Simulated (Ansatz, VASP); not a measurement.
**One calculation of BiTe5, two programs**

```
Bi Te
1.0
     3.90195    0.00000    0.00000
     0.00000    3.90195    0.00000
     0.00000    0.00000   11.59993
Bi Te
1 5
Direct
  0.50000 0.50000 0.00000
  0.50000 0.50000 0.34393
  0.50000 0.50000 0.65607
  0.00000 0.00000 0.16195
  0.00000 0.00000 0.83805
  0.00000 0.00000 0.50000
```

Change from the starting cell: species swapped into the Hf5Pb type (P4/mmm, No. 123).

Alike in both runs: functional PBE; k mesh 10 × 10 × 4; occupations gaussian, width 0.1 eV; no spin polarisation.

Ansatz relaxed the structure, and its values are those at the end. VASP's run is a single point on that final structure, the one shown.

|  | VASP | Ansatz |
| --- | --- | --- |
| version | VASP 6.6.1 | Ansatz 0.2.0 |
| potentials or method | VASP PAW PBE potentials, release 64 (Bi_d, Te), cutoff 520 eV | scalar-relativistic, plane waves, PAW |
| valence electrons in the cell | 45 | 95 |

```csv
,VASP,Ansatz,Ansatz less VASP
gap on the k mesh at the Fermi level (eV),none,none,-
pressure (GPa),-0.1,0.0,+0.07
```

A gap of «none» marks a metal or a gap that the smearing closes. The functional is the same, so the differences come from potentials, cutoffs and numerics. VASP's potentials hold 45 valence electrons a cell and Ansatz's 95, so a difference there can come from the potentials and not from the codes.

Neither program's run includes spin-orbit coupling.
